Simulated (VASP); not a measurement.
A run of VASP 6.6.1 is set up as follows.

The input INCAR:

```
PREC = Accurate ; ENCUT = 520
EDIFF = 1E-6 ; ISMEAR = 0
SIGMA = 0.05 ; LREAL = False
LASPH = True ; NELM = 100
ALGO = Normal ; ISIF = 2
LWAVE = False ; LCHARG = False
GGA = PE ; NBANDS = 28
```

KPOINTS

```
regular mesh
0
Gamma
  8 8 8
```

POSCAR

```
BaTiO3
1.0
    4.0192318615      0.0000000000      0.0000000000
    0.0000000000      4.0192318615      0.0000000000
    0.0000000000      0.0000000000      4.0192813204
Ba Ti O
1 1 3
Direct
    0.0000000000      0.0000000000      0.0000000000
    0.5000000000      0.5000000000      0.5000000000
    0.4824069174      0.4824069174     -0.0248800699
    0.5000000000      0.0000000000      0.5000000000
    0.0000000000      0.5000000000      0.5000000000
```

Potentials or basis: VASP PAW PBE potentials, release 64 (Ba_sv, Ti_sv, O).

Launch:

```sh
$ cat potpaw_PBE.64/Ba_sv/POTCAR potpaw_PBE.64/Ti_sv/POTCAR potpaw_PBE.64/O/POTCAR > POTCAR
$ mpirun -np 1 vasp_std > vasp.out
```

Problem. Predict the band gap on the k mesh.

Solution. 1.74 eV (least direct gap 1.95 eV).

Problem. Estimate the largest force.

Solution. 0.763 eV/Å.

Problem. Estimate the pressure.

Solution. 2.5 GPa.

Forces on the atoms (eV/Å):
```
Ba  -0.066 -0.066 -0.117
Ti  -0.043 -0.043  0.483
O    0.389  0.389  0.530
O    0.043 -0.322 -0.448
O   -0.322  0.043 -0.448
```

Caveat: the cell differs from its parent crystal (atom 3 (O) moved by (-0.100, -0.100) A along [1 1 0] and z); spin-orbit coupling is left out, which moves the levels of the heavy elements. A k mesh can miss the band edges.
